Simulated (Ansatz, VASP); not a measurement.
# One calculation of SnRu4, two programs

```
Sn Ru
1.0
     6.16289    0.00000    0.00000
     0.00000    6.16289    0.00000
     0.00000    0.00000    2.67560
Sn Ru
1 4
Cartesian
  3.0814 3.0814 1.3378
  1.1526 1.1526 1.3378
  5.0103 5.0103 1.3378
  1.1526 5.0103 1.3378
  5.0103 1.1526 1.3378
```

Alike in both runs: functional PBE; k mesh 6 × 6 × 14; occupations gaussian, width 0.1 eV; no spin polarisation.

Ansatz relaxed the structure, and its values are those at the end. VASP's run is a single point on that final structure, the one shown.

|  | VASP | Ansatz |
| --- | --- | --- |
| version | VASP 6.6.1 | Ansatz 0.2.0 |
| potentials or method | VASP PAW PBE potentials, release 64 (Sn_d, Ru_pv), cutoff 520 eV | scalar-relativistic, plane waves, PAW |
| valence electrons in the cell | 70 | 78 |

VASP gave:

| Item | Value |
| --- | --- |
| gap on the k mesh at the Fermi level (eV) | none |
| pressure (GPa) | 0.2 |
| rms of the force components (eV/Å) | 0.034 |

Estimate Ansatz's values.

gap on the k mesh at the Fermi level (eV): none; pressure (GPa): 0.0; rms of the force components (eV/Å): 0.006.

A gap of «none» marks a metal or a gap that the smearing closes. VASP's potentials hold 70 valence electrons a cell and Ansatz's 78, so a difference there can come from the potentials and not from the codes.
